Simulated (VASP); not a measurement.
A run of VASP 6.6.1 is set up as follows.

Contents of INCAR:

```
SYSTEM = Mn3SnH
  PREC = Accurate
  ENCUT = 600
  EDIFF = 1E-6
  ISMEAR = -1
  SIGMA = 0.1
  LREAL = .False.
  LASPH = .True.
  NELM = 150
  ALGO = Normal
  ISIF = 3
  LWAVE = .False.
  LCHARG = .False.
  ISPIN = 2
  MAGMOM = 4 4 4 0 0
  LORBIT = 11
  LMAXMIX = 4
  GGA = PS
  IBRION = 2
  NSW = 100
  EDIFFG = -0.05
```

The input KPOINTS:

```
Automatic mesh
0
Gamma
  5 5 5
  0 0 0
```

POSCAR

```
Mn3SnH
1.0
    4.0038990000      0.0000000000      0.0000000000
    0.0000000000      4.0038990000      0.0000000000
    0.0000000000      0.0000000000      4.0038990000
Mn Sn H
3 1 1
Direct
    0.5000000000      0.0000000000      0.0000000000
    0.0000000000      0.5000000000      0.0000000000
    0.0000000000      0.0000000000      0.5000000000
    0.5000000000      0.5000000000      0.5000000000
    0.0000000000      0.0000000000      0.0000000000
```

Potentials or basis: VASP PAW PBE potentials, release 64 (Mn_pv, Sn_d, H).

Launch:

```bash
$ cat potpaw_PBE.64/Mn_pv/POTCAR potpaw_PBE.64/Sn_d/POTCAR potpaw_PBE.64/H/POTCAR > POTCAR
$ mpirun -np 1 vasp_std > vasp.out
```

Q: Predict the site moments.

A: Mn +2.06; Sn -0.12; H -0.02 μB.

Q: Estimate the relaxed cell.

A: a = 3.801 Å, b = 3.801 Å, c = 3.801 Å, α = 90.00°, β = 90.00°, γ = 90.00°.

Q: What does it give for the relaxed volume?

A: 10.99 Å³/atom.

The path:
| step | energy change (eV) | largest force (eV/Å) | pressure (GPa) | volume (Å³) |
| --- | --- | --- | --- | --- |
| 1 | 0.0000 | 0.0000 | -14.74 | 64.19 |
| 2 | -0.5440 | 0.0000 | 4.08 | 53.83 |
| 3 | -0.5585 | 0.0000 | 0.19 | 54.94 |

Caveat: the PAW data sets were made with another functional, which shifts forces and pressure a little.
